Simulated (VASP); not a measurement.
Input of a VASP 6.6.1 run:

The input POSCAR:

```
O
1.0
    4.0422515653      0.0000000000     -0.0511313397
    0.0000000000      4.0261632083      0.0000000000
   -1.0645947909      0.0000000000      2.7914438857
O
4
Direct
    0.3398634887      0.6842025571      0.6702336616
    0.6601365113      0.6842025571      0.8297663384
    0.6601365113      0.3157974429      0.3297663384
    0.3398634887      0.3157974429      0.1702336616
```

The input INCAR.step1:

```
  PREC = Accurate
  ENCUT = 520
  ISMEAR = 0
  SIGMA = 0.01
  LREAL = False
  LASPH = True
  NELM = 60
  NBANDS = 20
  GGA = PE
  ALGO = Normal
  EDIFF = 1E-4
  LWAVE = True
  LCHARG = False
```

Contents of INCAR.step2:

```
  PREC = Accurate
  ENCUT = 520
  EDIFF = 1E-7
  ISMEAR = 0
  SIGMA = 0.01
  LREAL = False
  LASPH = True
  NELM = 60
  ALGO = Normal
  ISIF = 2
  LWAVE = False
  LCHARG = False
  METAGGA = R2SCAN
  LMIXTAU = True
  NBANDS = 20
  ISTART = 1
```

The input KPOINTS:

```
Automatic mesh
0
Gamma
  3 3 3
```

Potentials or basis: VASP PAW PBE potentials, release 64 (O).

Run with:

```bash
$ cat potpaw_PBE.64/O/POTCAR > POTCAR
$ cp INCAR.step1 INCAR
$ mpirun -np 1 vasp_std > vasp.out
$ cp INCAR.step2 INCAR
$ mpirun -np 1 vasp_std > vasp.out
```

(1) Predict the largest force.

(2) What does it give for the pressure?

Results:

(1) 1.454 eV/Å.

(2) 4.9 GPa.

Caveat: the k points lie up to 0.75 Å⁻¹ apart; the standard files for N, O and F lose accuracy on very short bonds; spin is off for a triplet molecule; the PAW data sets were made with another functional, which shifts forces and pressure a little.
